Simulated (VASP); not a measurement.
# CaP2Ru2 (I4/mmm) in VASP: single point with LDA

Aim: the single point of CaP2Ru2 with LDA.

All numbers are computed with VASP 6.6.1; they aren't measurements. Logs are shortened: lines on timing, memory, paths and dates and some standing lists are left out, and cuts for length are marked.

### 1 The cell of the first run

Symmetry: I4/mmm, No. 139, tetragonal system. The conventional cell has a = 4.005 Å, b = 4.005 Å, c = 9.532 Å, α = 90.00°, β = 90.00°, γ = 90.00°. Ca (site symmetry 4/mmm) has 10 P at 3.09 to 3.53 Å and 8 Ru at 3.11 Å and 4 Ca at 4.00 Å within 4.1 Å. Within 3.1 Å of P (site symmetry 4mm) lie 4 Ru at 2.31 Å and 1 P at 2.48 Å and 4 Ca at 3.09 Å. Ru (site symmetry -4m2) has 4 P at 2.31 Å and 4 Ru at 2.83 Å and 4 Ca at 3.11 Å within 3.2 Å.

### 2 Single point, LDA

File POSCAR:

```
CaP2Ru2
1.0
   -2.0023085588      2.0023085588      4.7661268058
    2.0023085588     -2.0023085588      4.7661268058
    2.0023085588      2.0023085588     -4.7661268058
Ca P Ru
1 2 2
Direct
    0.0000000000      0.0000000000      0.0000000000
    0.6301439699      0.6301439699      0.0000000000
    0.3698560301      0.3698560301      0.0000000000
    0.7500000000      0.2500000000      0.5000000000
    0.2500000000      0.7500000000      0.5000000000
```

File INCAR.step1:

```
SYSTEM = CaP2Ru2
PREC = Accurate
ENCUT = 400
EDIFF = 1E-6
ISMEAR = 0
SIGMA = 0.1
LREAL = .False.
LASPH = .True.
NELM = 120
ALGO = Normal
ISIF = 2
LWAVE = .False.
LCHARG = .True.
LMAXMIX = 4
GGA = CA
NBANDS = 32
GGA_COMPAT = .False.
NEDOS = 2001
LORBIT = 11
```

File KPOINTS.step1:

```
regular mesh
0
Gamma
  12 12 12
  0 0 0
```

File INCAR.step2:

```
SYSTEM = CaP2Ru2
PREC = Accurate
ENCUT = 400
EDIFF = 1E-6
ISMEAR = -5
SIGMA = 0.1
LREAL = .False.
LASPH = .True.
NELM = 120
ALGO = Normal
ISIF = 2
LWAVE = .False.
LCHARG = .False.
LMAXMIX = 4
GGA = CA
LORBIT = 11
NEDOS = 2001
ICHARG = 11
GGA_COMPAT = .False.
```

File KPOINTS.step2:

```
regular mesh
0
Gamma
  18 18 18
  0 0 0
```

Potentials or basis: VASP PAW LDA potentials, release 64 (Ca_sv, P, Ru_pv).

The run is started by

```bash
$ cat potpaw_LDA.64/Ca_sv/POTCAR potpaw_LDA.64/P/POTCAR potpaw_LDA.64/Ru_pv/POTCAR > POTCAR
$ cp INCAR.step1 INCAR
$ cp KPOINTS.step1 KPOINTS
$ mpirun -np 1 vasp_std > vasp.out
$ cp INCAR.step2 INCAR
$ cp KPOINTS.step2 KPOINTS
$ mpirun -np 1 vasp_std > vasp.out
```

OUTCAR:

```text
SYSTEM = CaP2Ru2
   PREC = Accurate
   ENCUT = 400
   EDIFF = 1E-6
   ISMEAR = -5
   LREAL = .False.
   LASPH = .True.
   NELM = 120
   ISIF = 2
   GGA = CA
   LORBIT = 11
   ICHARG = 11

 ion  position               nearest neighbor table
   1  0.000  0.000  0.000-   4 3.11   5 3.11   4 3.11   5 3.11   4 3.11   5 3.11   4 3.11   5 3.11

   2  0.630  0.630  0.000-   5 2.31   4 2.31   4 2.31   5 2.31   3 2.48
   3  0.370  0.370  0.000-   4 2.31   5 2.31   5 2.31   4 2.31   2 2.48
   4  0.750  0.250  0.500-   3 2.31   2 2.31   3 2.31   2 2.31   5 2.83   5 2.83   5 2.83   5 2.83
                             1 3.11   1 3.11   1 3.11   1 3.11
   5  0.250  0.750  0.500-   3 2.31   2 2.31   3 2.31   2 2.31   4 2.83   4 2.83   4 2.83   4 2.83
                             1 3.11   1 3.11   1 3.11   1 3.11

  LATTYP: Found a body centered tetragonal cell.
 ALAT       =     4.0046171176
 C/A-ratio  =     2.3803158533

  Lattice vectors:

 A1 = (  -2.0023085588,   2.0023085588,   4.7661268058)
 A2 = (   2.0023085588,  -2.0023085588,   4.7661268058)
 A3 = (   2.0023085588,   2.0023085588,  -4.7661268058)

Analysis of symmetry for initial positions (statically):
=====================================================================
 Subroutine PRICEL returns:
 Original cell was already a primitive cell.

 Routine SETGRP: Setting up the symmetry group for a
 body centered tetragonal supercell.

 Subroutine GETGRP returns: Found 16 space group operations
 (whereof 16 operations were pure point group operations)
 out of a pool of 16 trial point group operations.

The static configuration has the point symmetry D_4h.

Analysis of symmetry for dynamics (positions and initial velocities):
=====================================================================
 Subroutine PRICEL returns:
 Original cell was already a primitive cell.

 Routine SETGRP: Setting up the symmetry group for a
 body centered tetragonal supercell.

 Subroutine GETGRP returns: Found 16 space group operations
 (whereof 16 operations were pure point group operations)
 out of a pool of 16 trial point group operations.

The dynamic configuration has the point symmetry D_4h.

 Subroutine INISYM returns: Found 16 space group operations
 (whereof 16 operations are pure point group operations),
 and found     1 'primitive' translations

----------------------------------------------------------------------------------------

                                     Primitive cell

  volume of cell :      76.4342

[... 108 lines left out ...]
   NUPDOWN=      -1.0000    fix difference up-down
   EMIN   =  10.00;   EMAX   =-10.00  energy-range for DOS
   EFERMI =   0.00;   METHOD = LEGACY
   ISMEAR =    -5;   SIGMA  =   0.10  broadening in eV -4-tet -1-fermi 0-gaus
   EFERMI_NEDOS =   21; number of points for ismear=-14 and -15
   IALGO  =     38    algorithm
   IMIX   =      4    mixing-type and parameters
     AMIX     =   0.40;   BMIX     =  1.00
     AMIX_MAG =   1.60;   BMIX_MAG =  1.00
  volume/ion in A,a.u.               =      15.29       103.16
  Fermi-wavevector in a.u.,A,eV,Ry     =   1.401929  2.649262 26.740961  1.965405
  Thomas-Fermi vector in A             =   2.524741
   LORBIT       =     11    0 simple, 1 ext, 2 COOP (PROOUT), +10 PAW based schemes
   GGA     = CA    functional components
   LHFCALC =     F    Hartree Fock is set to
   AEXX    =    0.0000 exact exchange contribution
   IVDW    =     0    specifies the selected vdW correction
   LEPSILON=     F    determine dielectric tensor
   LRPA    =     F    only Hartree local field effects (RPA)
 non-spin polarized calculation
 Fermi weights with tetrahedron method with Bloechl corrections
  energy-cutoff  :      400.00
  volume of cell :       76.43
 maximum number of plane-waves:      1414

 number of electron      47.9999993 magnetization

 Free energy of the ion-electron system (eV)
  ---------------------------------------------------
  ext. energy  EPLUGINS =         0.00000000
  ---------------------------------------------------
  free energy    TOTEN  =       -40.72179734 eV

  energy without entropy =      -40.72179734  energy(sigma->0) =      -40.72179734

 E-fermi :   9.5818     XC(G=0): -12.1904

 val. band max:        9.5879393904   @ k =  -0.2222  -0.3333   0.1111
 cond. band min:       9.5877003371   @ k =  -0.2778   0.4444   0.1667
 fundamental gap:     -0.0002390533
 Fermi energy:         9.5817530411

 k-point     1 :       0.0000    0.0000    0.0000
  band No.  band energies     occupation
      1     -33.2378      2.00000
      2     -33.2378      2.00000
      3     -32.9085      2.00000
      4     -32.9085      2.00000
      5     -32.8817      2.00000
      6     -32.7954      2.00000
[... 733 lines left out ...]
     27      11.3519      0.00000
     28      12.5419      0.00000

 [... further k-points ...]

------------------------ aborting loop because EDIFF is reached ----------------------------------------

  FORCE on cell =-STRESS in cart. coord.  units (eV):
  Direction    XX          YY          ZZ          XY          YZ          ZX
  --------------------------------------------------------------------------------------
  -------------------------------------------------------------------------------------
  Total        0.0833003      0.0833003      0.0414698      0.0000000     -0.0000000      0.0000000
  in kB        1.7461023      1.7461023      0.8692712      0.0000000     -0.0000000      0.0000000
  external PRESSURE =       1.4538253 kB  Pullay stress =       0.0000000 kB

 VOLUME and BASIS-vectors are now :
 -----------------------------------------------------------------------------
  energy-cutoff  :      400.00
  volume of cell :       76.43
      direct lattice vectors                 reciprocal lattice vectors
    -2.002308559  2.002308559  4.766126806     0.000000000  0.249711763  0.104906986
     2.002308559 -2.002308559  4.766126806     0.249711763  0.000000000  0.104906986
     2.002308559  2.002308559 -4.766126806     0.249711763  0.249711763  0.000000000

 POSITION                                       TOTAL-FORCE (eV/Angst)
 -----------------------------------------------------------------------------------
      0.00000      0.00000      0.00000        -0.000000     -0.000000     -0.000000
      0.00000      0.00000      6.00669        -0.000000     -0.000000     -0.017320
      0.00000      0.00000      3.52556         0.000000      0.000000      0.017320
     -0.00000      2.00231      2.38306        -0.000000     -0.000000      0.000000
      2.00231     -0.00000      2.38306        -0.000000     -0.000000      0.000000
 -----------------------------------------------------------------------------------
    total drift:                                0.000000      0.000000     -0.000000

  FREE ENERGIE OF THE ION-ELECTRON SYSTEM (eV)
  ---------------------------------------------------
  free  energy   TOTEN  =       -40.7217973404 eV

  energy  without entropy=      -40.7217973404  energy(sigma->0) =      -40.72179734

 total charge

# of ion       s       p       d       tot
------------------------------------------
    1        2.044   5.852   0.337   8.233
    2        1.023   1.446   0.000   2.469
    3        1.023   1.446   0.000   2.469
    4        0.353   6.320   6.285  12.957
    5        0.353   6.320   6.285  12.957
--------------------------------------------------
tot          4.795  21.384  12.906  39.085
```

OUTCAR.step1:

```text
SYSTEM = CaP2Ru2
   PREC = Accurate
   ENCUT = 400
   EDIFF = 1E-6
   ISMEAR = 0
   LREAL = .False.
   LASPH = .True.
   NELM = 120
   ISIF = 2
   GGA = CA
   LORBIT = 11
[... 1078 lines left out ...]

  FREE ENERGIE OF THE ION-ELECTRON SYSTEM (eV)
  ---------------------------------------------------
  free  energy   TOTEN  =       -40.7243578651 eV

  energy  without entropy=      -40.7163169869  energy(sigma->0) =      -40.72033743

 total charge

# of ion       s       p       d       tot
------------------------------------------
    1        2.044   5.852   0.337   8.233
    2        1.023   1.446   0.000   2.468
    3        1.023   1.446   0.000   2.468
    4        0.353   6.320   6.284  12.957
    5        0.353   6.320   6.284  12.957
--------------------------------------------------
tot          4.794  21.384  12.905  39.083
```

OSZICAR.step1:

```text
N       E                     dE             d eps       ncg     rms          rms(c)
DAV:   1     0.413712758296E+03    0.41371E+03   -0.23031E+04 10688   0.126E+03
DAV:   2    -0.248344227397E+02   -0.43855E+03   -0.42147E+03 11480   0.400E+02
DAV:   3    -0.415356534497E+02   -0.16701E+02   -0.16350E+02 13816   0.773E+01
DAV:   4    -0.421720488431E+02   -0.63640E+00   -0.63489E+00 16864   0.118E+01
DAV:   5    -0.421784457185E+02   -0.63969E-02   -0.63954E-02 13464   0.122E+00    0.257E+01
DAV:   6    -0.411224593877E+02    0.10560E+01   -0.84497E+00 12816   0.190E+01    0.784E+00
DAV:   7    -0.408180701800E+02    0.30439E+00   -0.21794E+00 12400   0.100E+01    0.700E+00
DAV:   8    -0.407283287994E+02    0.89741E-01   -0.31109E-01 12488   0.370E+00    0.904E-01
DAV:   9    -0.407249812070E+02    0.33476E-02   -0.26967E-02 15336   0.812E-01    0.313E-01
DAV:  10    -0.407243488065E+02    0.63240E-03   -0.36182E-03 13344   0.357E-01    0.145E-01
DAV:  11    -0.407243539019E+02   -0.50954E-05   -0.38323E-04 15096   0.897E-02    0.652E-02
DAV:  12    -0.407243600324E+02   -0.61305E-05   -0.22004E-05 13712   0.264E-02    0.247E-02
DAV:  13    -0.407243578449E+02    0.21875E-05   -0.11635E-05 12128   0.208E-02    0.604E-03
DAV:  14    -0.407243578651E+02   -0.20156E-07   -0.67588E-07  8176   0.488E-03
   1 F= -.40724358E+02 E0= -.40720337E+02  d E =-.804088E-02
```

Run time: 23 min. Hardware: 1 thread of Intel Xeon 8259CL, shared host; peak memory 0.72 GiB.

What came out:

| Property | Result |
| --- | --- |
| Valence electrons inside the program's atomic spheres | Ca 8.23; P 2.47; Ru 12.96 |

Caveat: tetrahedron occupations give inexact forces and stress in metals.
